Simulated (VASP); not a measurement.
Sb: single point with PBE

Sb:

```
Sb
1.0
     5.51757    0.00000    0.00000
    -2.75878    4.77835    0.00000
     0.00000    0.00000    3.15660
Sb
3
Cartesian
  0.0000 0.0000 0.0000
  0.0000 3.1856 1.5783
  2.7588 1.5928 1.5783
```

* Program: VASP 6.6.1
* Task: single point
* Functional: PBE
* Potentials or basis: VASP PAW PBE potentials, release 64 (Sb)
* Cutoff: 520 eV
* k mesh: 6 × 6 × 6
* Occupations: gaussian, width 0.1 eV
* Spin: no spin polarisation

| Quantity | Value |
| --- | --- |
| Pressure | -0.1 GPa |

Levels at points of the mesh, in eV from the Fermi level:
```csv
k point,band 3,band 4,band 5,band 6,band 7,band 8,band 9,band 10,band 11,band 12
"(0.00, 0.00, 0.00)",-8.27,-3.85,-3.85,-3.63,-3.63,2.43,4.89,4.89,6.13,6.14
"(0.50, 0.00, 0.00)",-9.05,-5.46,-1.21,-1.02,0.85,1.13,1.85,3.96,3.97,5.51
"(0.00, 0.00, 0.50)",-5.71,-3.57,-2.92,-2.26,-1.82,-1.82,-0.35,-0.35,0.68,0.68
"(0.50, 0.00, 0.50)",-7.69,-4.97,-4.22,-3.27,-2.59,-0.81,1.23,2.01,2.59,3.34
```

Wall time 28 s on 1 thread of AMD EPYC 7R43 64-Core Processor (Zen 3), on a shared host, peak memory 0.16 GiB.

Caveat: spin-orbit coupling is left out, which moves the levels of the heavy elements.
